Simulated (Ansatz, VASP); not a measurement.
Two plane-wave programs on FeB3

File INCAR:

```
SYSTEM = FeB3
PREC = Accurate ; ENCUT = 600
EDIFF = 1E-6 ; ISMEAR = 0
SIGMA = 0.1 ; LREAL = .FALSE.
LASPH = .TRUE. ; NELM = 80
ALGO = Normal ; ISIF = 3
LWAVE = .FALSE. ; LCHARG = .FALSE.
GGA = PE ; IBRION = 2
NSW = 100 ; EDIFFG = -0.01
```

File KPOINTS:

```
regular mesh
0
G
  22 22 22
  0 0 0
```

Contents of POSCAR:

```
FeB3
1.0
   -1.4611887029      1.4611887029      3.1646167413
    1.4611887029     -1.4611887029      3.1646167413
    1.4611887029      1.4611887029     -3.1646167413
Fe B
1 3
Direct
    0.0000000000      0.0000000000      0.0000000000
    0.5000000000      0.5000000000      0.0000000000
    0.2500000000      0.7500000000      0.5000000000
    0.7500000000      0.2500000000      0.5000000000
```

Input for Ansatz:

```yaml
crystal:
  lattice:
    - [-1.4611887029, 1.4611887029, 3.1646167413]
    - [1.4611887029, -1.4611887029, 3.1646167413]
    - [1.4611887029, 1.4611887029, -3.1646167413]
  atoms:
    - { symbol: Fe, position: [0.0, 0.0, 0.0] }
    - { symbol: B, position: [0.5, 0.5, 0.0] }
    - { symbol: B, position: [0.25, 0.75, 0.5] }
    - { symbol: B, position: [0.75, 0.25, 0.5] }
basis:
  ecutwfc: 420
kpoints:
  mp_grid: { grid: [22, 22, 22] }
hamiltonian:
  xc: pbe
scf:
  occupations: { method: gaussian, width: 0.1 }
output:
  forces: true
  stress: true
  eigenvalues: true
  write_density: true
  write_potential: true
  elf: true
  volumetric_format: npy
relax:
  adjacent_minimum: "off"
  f_tol: 0.01
  max_steps: 80
  cell: { stress_tol: 0.05 }
```

Alike in both runs: task relaxation of cell and atoms; functional PBE; k mesh 22 × 22 × 22; occupations gaussian, width 0.1 eV; no spin polarisation.

|  | VASP | Ansatz |
| --- | --- | --- |
| version | VASP 6.6.1 | Ansatz 0.2.0 |
| potentials or method | VASP PAW PBE potentials, release 64 (Fe, B), cutoff 600 eV | scalar-relativistic, plane waves, PAW |
| valence electrons in the cell | 17 | 25 |

```csv
,VASP,Ansatz,Ansatz less VASP
"gap on the k mesh at the Fermi level, each at its own relaxed structure (eV)",none,none,-
relaxed volume (Å³/atom),6.77,6.75,-0.014
relaxed length of the cell vector where the two differ most in proportion (Å),3.782,3.779,-0.0024
```

A gap of «none» marks a metal or a gap that the smearing closes. VASP's potentials hold 17 valence electrons a cell and Ansatz's 25, so a difference there can come from the potentials and not from the codes.
